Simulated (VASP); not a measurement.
Input of a VASP 6.6.1 run:

Contents of INCAR:

```
SYSTEM = AlN
ALGO     = Normal         ! electronic algorithm
EDIFF    = 1E-7           ! SCF threshold, eV
EDIFFG   = -0.01          ! ionic threshold
ENCUT    = 520            ! plane-wave cutoff, eV
GGA      = PE             ! functional
GGA_COMPAT= .False.      
IBRION   = 2              ! ionic algorithm
ISIF     = 2              ! what is computed and relaxed
ISMEAR   = -1             ! smearing method
ISYM     = -1           
KPAR     = 1            
LASPH    = .True.         ! aspherical terms in the spheres
LCHARG   = .False.        ! write CHGCAR
LREAL    = Auto         
LWAVE    = .False.        ! write WAVECAR
NELM     = 120            ! most SCF steps
NELMIN   = 4            
NSW      = 100            ! ionic steps
PREC     = Accurate       ! precision mode
SIGMA    = 0.01           ! smearing width, eV
```

File KPOINTS:

```
explicit points
1
Reciprocal
  0.25000000   0.25000000   0.25000000 1
```

Contents of POSCAR:

```
AlN
1.0
    9.3892708692      0.0000000866      0.0000000000
   -4.6946355096      8.1313470524      0.0000000000
    0.0000000000      0.0000000000     10.0348065929
Al N
36 36
Direct
    0.2222222222      0.1111111111      0.2496176869
    0.1111111111      0.2222222222      0.4996176869
    0.2222222222      0.1111111111      0.7496176869
    0.1111111111      0.2222222222      0.9996176869
    0.2222222222      0.4444444444      0.2496176869
    0.1111111111      0.5555555556      0.4996176869
    0.2222222222      0.4444444444      0.7496176869
    0.1111111111      0.5555555556      0.9996176869
    0.2222222222      0.7777777778      0.2496176869
    0.1111111111      0.8888888889      0.4996176869
    0.2222222222      0.7777777778      0.7496176869
    0.1111111111      0.8888888889      0.9996176869
    0.5555555556      0.1111111111      0.2496176869
    0.4444444444      0.2222222222      0.4996176869
    0.5555555556      0.1111111111      0.7496176869
    0.4444444444      0.2222222222      0.9996176869
    0.5555555556      0.4444444444      0.2496176869
    0.4444444444      0.5555555556      0.4996176869
    0.5555555556      0.4444444444      0.7496176869
    0.4444444444      0.5555555556      0.9996176869
    0.5555555556      0.7777777778      0.2496176869
    0.4444444444      0.8888888889      0.4996176869
    0.5555555556      0.7777777778      0.7496176869
    0.4444444444      0.8888888889      0.9996176869
    0.8888888889      0.1111111111      0.2496176869
    0.7777777778      0.2222222222      0.4996176869
    0.8888888889      0.1111111111      0.7496176869
    0.7777777778      0.2222222222      0.9996176869
    0.8888888889      0.4444444444      0.2496176869
    0.7777777778      0.5555555556      0.4996176869
    0.8888888889      0.4444444444      0.7496176869
    0.7777777778      0.5555555556      0.9996176869
    0.8888888889      0.7777777778      0.2496176869
    0.7777777778      0.8888888889      0.4996176869
    0.8888888889      0.7777777778      0.7496176869
    0.7777777778      0.8888888889      0.9996176869
    0.2222222222      0.1111111111      0.4403823131
    0.1111111111      0.2222222222      0.1903823131
    0.2222222222      0.1111111111      0.9403823131
    0.1111111111      0.2222222222      0.6903823131
    0.2222222222      0.4444444444      0.4403823131
    0.1111111111      0.5555555556      0.1903823131
    0.2222222222      0.4444444444      0.9403823131
    0.1111111111      0.5555555556      0.6903823131
    0.2222222222      0.7777777778      0.4403823131
    0.1111111111      0.8888888889      0.1903823131
    0.2222222222      0.7777777778      0.9403823131
    0.1111111111      0.8888888889      0.6903823131
    0.5555555556      0.1111111111      0.4403823131
    0.4444444444      0.2222222222      0.1903823131
    0.5555555556      0.1111111111      0.9403823131
    0.4444444444      0.2222222222      0.6903823131
    0.5555555556      0.4444444444      0.4403823131
    0.4444444444      0.5555555556      0.1903823131
    0.5555555556      0.4444444444      0.9403823131
    0.4444444444      0.5555555556      0.6903823131
    0.5555555556      0.7777777778      0.4403823131
    0.4444444444      0.8888888889      0.1903823131
    0.5555555556      0.7777777778      0.9403823131
    0.4444444444      0.8888888889      0.6903823131
    0.8888888889      0.1111111111      0.4403823131
    0.7777777778      0.2222222222      0.1903823131
    0.8888888889      0.1111111111      0.9403823131
    0.7777777778      0.2222222222      0.6903823131
    0.8888888889      0.4444444444      0.4403823131
    0.7777777778      0.5555555556      0.1903823131
    0.8888888889      0.4444444444      0.9403823131
    0.7777777778      0.5555555556      0.6903823131
    0.8888888889      0.7777777778      0.4403823131
    0.7777777778      0.8888888889      0.1903823131
    0.8888888889      0.7777777778      0.9403823131
    0.7777777778      0.8888888889      0.6903823131
```

Potentials or basis: VASP PAW PBE potentials, release 64 (Al, N).

Launch:

```console
$ cat potpaw_PBE.64/Al/POTCAR potpaw_PBE.64/N/POTCAR > POTCAR
$ mpirun -np 4 vasp_std > vasp.out
```

Predict the energy gained by relaxing.

0.0 meV/atom.

What does it give for the band gap on the k mesh?

5.44 eV.

Final structure:
```xyz
72
Lattice="9.3893 0.0000 0.0000 -4.6946 8.1313 0.0000 0.0000 0.0000 10.0348" Properties=species:S:1:pos:R:3 pbc="T T T"
Al    1.5640    0.9041    2.5057
Al    0.0010    1.8065    5.0144
Al    1.5640    0.9041    7.5231
Al    0.0010    1.8065   10.0318
Al   -0.0010    3.6146    2.5057
Al   -1.5639    4.5168    5.0144
Al   -0.0010    3.6146    7.5231
Al   -1.5639    4.5168   10.0318
Al   -1.5658    6.3249    2.5057
Al   -3.1286    7.2272    5.0144
Al   -1.5658    6.3249    7.5231
Al   -3.1286    7.2272   10.0318
Al    4.6936    0.9040    2.5057
Al    3.1309    1.8064    5.0144
Al    4.6936    0.9040    7.5231
Al    3.1309    1.8064   10.0318
Al    3.1287    3.6146    2.5057
Al    1.5660    4.5168    5.0144
Al    3.1287    3.6146    7.5231
Al    1.5660    4.5168   10.0318
Al    1.5638    6.3249    2.5057
Al    0.0010    7.2273    5.0144
Al    1.5638    6.3249    7.5231
Al    0.0010    7.2273   10.0318
Al    7.8233    0.9041    2.5057
Al    6.2605    1.8064    5.0144
Al    7.8233    0.9041    7.5231
Al    6.2605    1.8064   10.0318
Al    6.2585    3.6146    2.5057
Al    4.6957    4.5167    5.0144
Al    6.2585    3.6146    7.5231
Al    4.6957    4.5167   10.0318
Al    4.6936    6.3249    2.5057
Al    3.1307    7.2272    5.0144
Al    4.6936    6.3249    7.5231
Al    3.1307    7.2272   10.0318
N     1.5633    0.9044    4.4183
N     0.0015    1.8061    1.9096
N     1.5633    0.9044    9.4357
N     0.0015    1.8061    6.9270
N    -0.0015    3.6148    4.4183
N    -1.5633    4.5165    1.9096
N    -0.0015    3.6148    9.4357
N    -1.5633    4.5165    6.9270
N    -1.5664    6.3253    4.4183
N    -3.1282    7.2270    1.9096
N    -1.5664    6.3253    9.4357
N    -3.1282    7.2270    6.9270
N     4.6931    0.9044    4.4183
N     3.1313    1.8061    1.9096
N     4.6931    0.9044    9.4357
N     3.1313    1.8061    6.9270
N     3.1282    3.6148    4.4183
N     1.5664    4.5165    1.9096
N     3.1282    3.6148    9.4357
N     1.5664    4.5165    6.9270
N     1.5633    6.3253    4.4183
N     0.0015    7.2270    1.9096
N     1.5633    6.3253    9.4357
N     0.0015    7.2270    6.9270
N     7.8228    0.9044    4.4183
N     6.2610    1.8061    1.9096
N     7.8228    0.9044    9.4357
N     6.2610    1.8061    6.9270
N     6.2580    3.6148    4.4183
N     4.6962    4.5165    1.9096
N     6.2580    3.6148    9.4357
N     4.6962    4.5165    6.9270
N     4.6931    6.3253    4.4183
N     3.1313    7.2270    1.9096
N     4.6931    6.3253    9.4357
N     3.1313    7.2270    6.9270
```

Caveat: a shifted mesh leaves out Γ, where band edges can lie. A k mesh can miss the band edges.
